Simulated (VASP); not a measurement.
# GeMo (zincblende type) (F-43m) in VASP: further runs

Runs on GeMo (zincblende type). Level: PBE. Tasks: single point.

Program: VASP 6.6.1. These are calculated values, not measurements. Logs are shortened: lines on timing, memory, paths and dates and some standing lists are left out, and cuts for length are marked.

### 1 The cell of the first run

Symmetry: F-43m, No. 216, cubic system. Conventional cell: a = 5.417 Å, b = 5.417 Å, c = 5.417 Å, α = 90.00°, β = 90.00°, γ = 90.00°. Within 3.1 Å of Mo (site symmetry -43m) lie 4 Ge at 2.35 Å. Within 3.1 Å of Ge (site symmetry -43m) lie 4 Mo at 2.35 Å.

### 2 Single point, PBE

INCAR reads:

```
  ALGO = Normal
  EDIFF = 1E-6
  ENCUT = 520
  GGA = PE
  ISIF = 2
  ISMEAR = -1
  LASPH = True
  LCHARG = False
  LREAL = False
  LWAVE = False
  NBANDS = 21
  NELM = 80
  PREC = Accurate
  SIGMA = 0.08
```

KPOINTS reads:

```
k-points
0
Gamma
  12 12 12
```

POSCAR reads:

```
GeMo
1.0
    0.0000000000      2.7083391493      2.7083391493
    2.7083391493      0.0000000000      2.7083391493
    2.7083391493      2.7083391493      0.0000000000
Mo Ge
1 1
Direct
    0.0000000000      0.0000000000      0.0000000000
    0.2500000000      0.2500000000      0.2500000000
```

Potentials or basis: VASP PAW PBE potentials, release 64 (Mo_sv, Ge_d).

The run is started by

```sh
$ cat potpaw_PBE.64/Mo_sv/POTCAR potpaw_PBE.64/Ge_d/POTCAR > POTCAR
$ mpirun -np 1 vasp_std > vasp.out
```

OUTCAR:

```text
EDIFF = 1E-6
   ENCUT = 520
   GGA = PE
   ISIF = 2
   ISMEAR = -1
   LASPH = True
   LREAL = False
   NELM = 80
   PREC = Accurate

 ion  position               nearest neighbor table
   1  0.000  0.000  0.000-   2 2.35   2 2.35   2 2.35   2 2.35
   2  0.250  0.250  0.250-   1 2.35   1 2.35   1 2.35   1 2.35

  LATTYP: Found a face centered cubic cell.
 ALAT       =     5.4166782986

  Lattice vectors:

 A1 = (   0.0000000000,   2.7083391493,   2.7083391493)
 A2 = (   2.7083391493,   0.0000000000,   2.7083391493)
 A3 = (   2.7083391493,   2.7083391493,   0.0000000000)

Analysis of symmetry for initial positions (statically):
=====================================================================
 Subroutine PRICEL returns:
 Original cell was already a primitive cell.

 Routine SETGRP: Setting up the symmetry group for a
 face centered cubic supercell.

 Subroutine GETGRP returns: Found 24 space group operations
 (whereof 24 operations were pure point group operations)
 out of a pool of 48 trial point group operations.

The static configuration has the point symmetry T_d .

Analysis of symmetry for dynamics (positions and initial velocities):
=====================================================================
 Subroutine PRICEL returns:
 Original cell was already a primitive cell.

 Routine SETGRP: Setting up the symmetry group for a
 face centered cubic supercell.

 Subroutine GETGRP returns: Found 24 space group operations
 (whereof 24 operations were pure point group operations)
 out of a pool of 48 trial point group operations.

The dynamic configuration has the point symmetry T_d .

 Subroutine INISYM returns: Found 24 space group operations
 (whereof 24 operations are pure point group operations),
 and found     1 'primitive' translations

----------------------------------------------------------------------------------------

                                     Primitive cell

  volume of cell :      39.7319

  direct lattice vectors                    reciprocal lattice vectors
     0.000000000  2.708339149  2.708339149    -0.184614988  0.184614988  0.184614988
     2.708339149  0.000000000  2.708339149     0.184614988 -0.184614988  0.184614988
     2.708339149  2.708339149  0.000000000     0.184614988  0.184614988 -0.184614988

  length of vectors
     3.830169956  3.830169956  3.830169956     0.319762539  0.319762539  0.319762539

  position of ions in fractional coordinates (direct lattice)
     0.000000000  0.000000000  0.000000000
     0.250000000  0.250000000  0.250000000

  ion indices of the primitive-cell ions
   primitive index   ion index
                 1           1
                 2           2

----------------------------------------------------------------------------------------

 KPOINTS: k-points

Automatic generation of k-mesh.
 Grid dimensions read from file:
 generate k-points for:   12   12   12

 Generating k-lattice:

  Cartesian coordinates                     Fractional coordinates (reciprocal lattice)
    -0.015384582  0.015384582  0.015384582     0.083333333  0.000000000  0.000000000
     0.015384582 -0.015384582  0.015384582     0.000000000  0.083333333  0.000000000
     0.015384582  0.015384582 -0.015384582     0.000000000  0.000000000  0.083333333

  Length of vectors
     0.026646878  0.026646878  0.026646878

  Shift w.r.t. Gamma in fractional coordinates (k-lattice)
     0.000000000  0.000000000  0.000000000

 Subroutine IBZKPT returns following result:
 ===========================================

 Found     72 irreducible k-points:

 Following reciprocal coordinates:
            Coordinates               Weight
  0.000000  0.000000  0.000000      1.000000
  0.083333  0.000000  0.000000      8.000000
  0.166667  0.000000  0.000000      8.000000
  0.250000  0.000000  0.000000      8.000000
  0.333333  0.000000  0.000000      8.000000
  0.416667  0.000000  0.000000      8.000000
[... 16 lines left out ...]
  0.500000  0.166667  0.000000     24.000000
 -0.416667  0.166667  0.000000     24.000000
 [... further k-points ...]
   k-points           NKPTS =     72   k-points in BZ     NKDIM =     72   number of bands    NBANDS=     21
   number of dos      NEDOS =    301   number of ions     NIONS =      2
   total plane-waves  NPLWV =  21952
   dimension x,y,z NGX =    28 NGY =   28 NGZ =   28
   dimension x,y,z NGXF=    56 NGYF=   56 NGZF=   56
   ions per type =               1   1
   NGX,Y,Z   is equivalent  to a cutoff of  12.15, 12.15, 12.15 a.u.
   NGXF,Y,Z  is equivalent  to a cutoff of  24.31, 24.31, 24.31 a.u.
 SYSTEM =  unknown system
   PREC   = accura    normal or accurate (medium, high low for compatibility)
   ISTART =      0    job   : 0-new  1-cont  2-samecut
   ICHARG =      2    charge: 1-file 2-atom 10-const
   ISPIN  =      1    spin polarized calculation?
   LNONCOLLINEAR =      F non collinear calculations
   LSORBIT =      F    spin-orbit coupling
   LASPH  =      T    aspherical Exc in radial PAW
   ENCUT  =  520.0 eV  38.22 Ry    6.18 a.u.   7.12  7.12  7.12*2*pi/ulx,y,z
   NELM   =     80;   NELMIN=  2; NELMDL= -5     # of ELM steps
   EDIFF  = 0.1E-05   stopping-criterion for ELM
   LREAL  =      F    real-space projection
   EDIFFG = 0.1E-04   stopping-criterion for IOM
   NSW    =      0    number of steps for IOM
   IBRION =     -1    ionic relax: 0-MD 1-quasi-New 2-CG
   NFREE  =      0    steps in history (QN), initial steepest desc. (CG)
   ISIF   =      2    stress and relaxation
   ISYM   =      2    0-nonsym 1-usesym 2-fastsym
   POTIM  = 0.5000    time-step for ionic-motion
   TEBEG  =    0.0;   TEEND  =   0.0 temperature during run
   PSTRESS=    0.0 pullay stress
   NELECT =      28.0000    total number of electrons
   NUPDOWN=      -1.0000    fix difference up-down
   EMIN   =  10.00;   EMAX   =-10.00  energy-range for DOS
   EFERMI =   0.00;   METHOD = LEGACY
   ISMEAR =    -1;   SIGMA  =   0.08  broadening in eV -4-tet -1-fermi 0-gaus
   EFERMI_NEDOS =   21; number of points for ismear=-14 and -15
   IALGO  =     38    algorithm
   IMIX   =      4    mixing-type and parameters
     AMIX     =   0.40;   BMIX     =  1.00
     AMIX_MAG =   1.60;   BMIX_MAG =  1.00
  volume/ion in A,a.u.               =      19.87       134.06
  Fermi-wavevector in a.u.,A,eV,Ry     =   1.456849  2.753045 28.877117  2.122408
  Thomas-Fermi vector in A             =   2.573719
   LORBIT       =      0    0 simple, 1 ext, 2 COOP (PROOUT), +10 PAW based schemes
   GGA     = PE    functional components
[... 5 lines left out ...]
 non-spin polarized calculation
  energy-cutoff  :      520.00
  volume of cell :       39.73
 maximum number of plane-waves:      1090
   NGX = 15   NGY = 15   NGZ = 15

 number of electron      27.9999987 magnetization

 Free energy of the ion-electron system (eV)
  ---------------------------------------------------
  ext. energy  EPLUGINS =         0.00000000
  ---------------------------------------------------
  free energy    TOTEN  =       -12.63702040 eV

  energy without entropy =      -12.58494287  energy(sigma->0) =      -12.61098164

 E-fermi :   6.8537     XC(G=0): -11.1869

 val. band max:        6.8465787492   @ k =   0.4167   0.0833   0.0000
 cond. band min:       6.8537220230   @ k =   0.2500   0.0833   0.0000
 fundamental gap:      0.0071432739
 Fermi energy:         6.8537095711

 k-point     1 :       0.0000    0.0000    0.0000
  band No.  band energies     occupation
      1     -53.7647      2.00000
      2     -27.9374      2.00000
      3     -27.9374      2.00000
      4     -27.9374      2.00000
      5     -16.7539      2.00000
      6     -16.7539      2.00000
[... 13 lines left out ...]
     20      17.2037      0.00000
     21      17.2037      0.00000

 k-point     2 :       0.0833    0.0000    0.0000
  band No.  band energies     occupation
      1     -53.7644      2.00000
      2     -27.9416      2.00000
      3     -27.9379      2.00000
      4     -27.9379      2.00000
      5     -16.7578      2.00000
      6     -16.7578      2.00000
[... 13 lines left out ...]
     20      16.8673      0.00000
     21      17.2006      0.00000

 k-point     3 :       0.1667    0.0000    0.0000
  band No.  band energies     occupation
      1     -53.7636      2.00000
      2     -27.9531      2.00000
      3     -27.9393      2.00000
      4     -27.9393      2.00000
      5     -16.7624      2.00000
      6     -16.7618      2.00000
[... 13 lines left out ...]
     20      16.2773      0.00000
     21      17.3288      0.00000

 k-point     4 :       0.2500    0.0000    0.0000
  band No.  band energies     occupation
      1     -53.7624      2.00000
      2     -27.9686      2.00000
      3     -27.9411      2.00000
      4     -27.9411      2.00000
      5     -16.7722      2.00000
      6     -16.7648      2.00000
[... 13 lines left out ...]
     20      16.2955      0.00000
     21      17.6866      0.00000

 k-point     5 :       0.3333    0.0000    0.0000
  band No.  band energies     occupation
      1     -53.7613      2.00000
      2     -27.9841      2.00000
      3     -27.9430      2.00000
      4     -27.9430      2.00000
      5     -16.7819      2.00000
      6     -16.7666      2.00000
[... 13 lines left out ...]
     20      17.2554      0.00000
     21      18.0865      0.00000

 k-point     6 :       0.4167    0.0000    0.0000
  band No.  band energies     occupation
      1     -53.7605      2.00000
      2     -27.9954      2.00000
      3     -27.9443      2.00000
      4     -27.9443      2.00000
      5     -16.7891      2.00000
      6     -16.7673      2.00000
[... 13 lines left out ...]
     20      18.3509      0.00000
     21      18.3603      0.00000

 k-point     7 :       0.5000    0.0000    0.0000
  band No.  band energies     occupation
      1     -53.7602      2.00000
      2     -27.9995      2.00000
      3     -27.9448      2.00000
      4     -27.9448      2.00000
      5     -16.7917      2.00000
      6     -16.7675      2.00000
[... 13 lines left out ...]
     20      18.4378      0.00000
     21      18.4378      0.00000
[... 291 lines left out ...]
      1     -53.7623      2.00000
      2     -27.9636      2.00000
      3     -27.9445      2.00000
      4     -27.9444      2.00000
      5     -16.7759      2.00000
      6     -16.7629      2.00000
[... 13 lines left out ...]
     20      15.7976      0.00000
     21      17.9410      0.00000

 k-point    21 :       0.3333    0.1667    0.0000
  band No.  band energies     occupation
      1     -53.7613      2.00000
      2     -27.9761      2.00000
      3     -27.9474      2.00000
      4     -27.9465      2.00000
      5     -16.7802      2.00000
      6     -16.7701      2.00000
[... 13 lines left out ...]
     20      16.4730      0.00000
     21      18.0538      0.00000

 k-point    22 :       0.4167    0.1667    0.0000
  band No.  band energies     occupation
      1     -53.7604      2.00000
      2     -27.9870      2.00000
      3     -27.9509      2.00000
      4     -27.9477      2.00000
      5     -16.7853      2.00000
      6     -16.7746      2.00000
[... 13 lines left out ...]
     20      17.5871      0.00000
     21      18.5817      0.00000

 k-point    23 :       0.5000    0.1667    0.0000
  band No.  band energies     occupation
      1     -53.7598      2.00000
      2     -27.9934      2.00000
      3     -27.9542      2.00000
      4     -27.9478      2.00000
      5     -16.7896      2.00000
      6     -16.7755      2.00000
[... 13 lines left out ...]
     20      18.1140      0.00000
     21      18.7312      0.00000

 k-point    24 :      -0.4167    0.1667    0.0000
  band No.  band energies     occupation
      1     -53.7598      2.00000
      2     -27.9938      2.00000
      3     -27.9562      2.00000
      4     -27.9468      2.00000
      5     -16.7902      2.00000
      6     -16.7745      2.00000
[... 13 lines left out ...]
     20      18.0310      0.00000
     21      18.6612      0.00000

 [... further k-points ...]

------------------------ aborting loop because EDIFF is reached ----------------------------------------

  FORCE on cell =-STRESS in cart. coord.  units (eV):
  Direction    XX          YY          ZZ          XY          YZ          ZX
  --------------------------------------------------------------------------------------
  -------------------------------------------------------------------------------------
  Total        4.8061142      4.8061142      4.8061142      0.0000000      0.0000000      0.0000000
  in kB      193.8052466    193.8052466    193.8052466      0.0000000      0.0000000      0.0000000
  external PRESSURE =     193.8052466 kB  Pullay stress =       0.0000000 kB

 VOLUME and BASIS-vectors are now :
 -----------------------------------------------------------------------------
  energy-cutoff  :      520.00
  volume of cell :       39.73
      direct lattice vectors                 reciprocal lattice vectors
     0.000000000  2.708339149  2.708339149    -0.184614988  0.184614988  0.184614988
     2.708339149  0.000000000  2.708339149     0.184614988 -0.184614988  0.184614988
     2.708339149  2.708339149  0.000000000     0.184614988  0.184614988 -0.184614988

 POSITION                                       TOTAL-FORCE (eV/Angst)
 -----------------------------------------------------------------------------------
      0.00000      0.00000      0.00000         0.000000      0.000000      0.000000
      1.35417      1.35417      1.35417        -0.000000     -0.000000     -0.000000
 -----------------------------------------------------------------------------------
    total drift:                                0.000001      0.000001      0.000001

  FREE ENERGIE OF THE ION-ELECTRON SYSTEM (eV)
  ---------------------------------------------------
  free  energy   TOTEN  =       -12.6370204034 eV

  energy  without entropy=      -12.5849428692  energy(sigma->0) =      -12.61098164
```

Wall time 25 s (1 thread of AMD EPYC 9R45 (Zen 5), shared host); peak memory 0.17 GiB.

Results:

```yaml
Free_energy: -12.6370 eV
Pressure: 19.4 GPa
Band_gap_on_the_k_mesh: zero (bands 14 and 15 overlap by 0.50 eV)
```

Caveat: the cell stands under pressure.

(Part 1 of 2 ends here.)
